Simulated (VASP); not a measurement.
C, 2 atoms in the cell. The structure is cubic, space group Fd-3m (No. 227). The conventional cell has a = 3.590 Å, b = 3.590 Å, c = 3.590 Å, α = 90.00°, β = 90.00°, γ = 90.00°. C (site symmetry -43m) has 4 C at 1.55 Å within 2.1 Å. 

```yaml
Program: VASP 6.6.1
Task: single point
Functional: BLYP
Dispersion: D4
Potentials_or_basis: VASP PAW PBE potentials, release 64 (C)
Cutoff: 520 eV
k_mesh: 13 × 13 × 13
Occupations: fermi-dirac, width 0.05 eV
Spin: no spin polarisation
Dipole_correction: no
Further_INCAR_settings: ALGO = Normal; EDIFF = 1e-06; NBANDS = 11
```

Potentials or basis: VASP PAW PBE potentials, release 64 (C).

Launch:

```bash
$ cat potpaw_PBE.64/C/POTCAR > POTCAR
$ mpirun -np 1 vasp_std > vasp.out
```

Hardware: 1 thread of Intel(R) Xeon(R) Platinum 8259CL CPU @ 2.50GHz (Skylake/Cascade Lake), with other jobs on the host.

How long does it take, and how much memory?

It took 15 s on 1 thread of Intel(R) Xeon(R) Platinum 8259CL CPU @ 2.50GHz (Skylake/Cascade Lake), on a shared host, peak memory 0.12 GiB. Counts: scf iterations 11, k points 84.
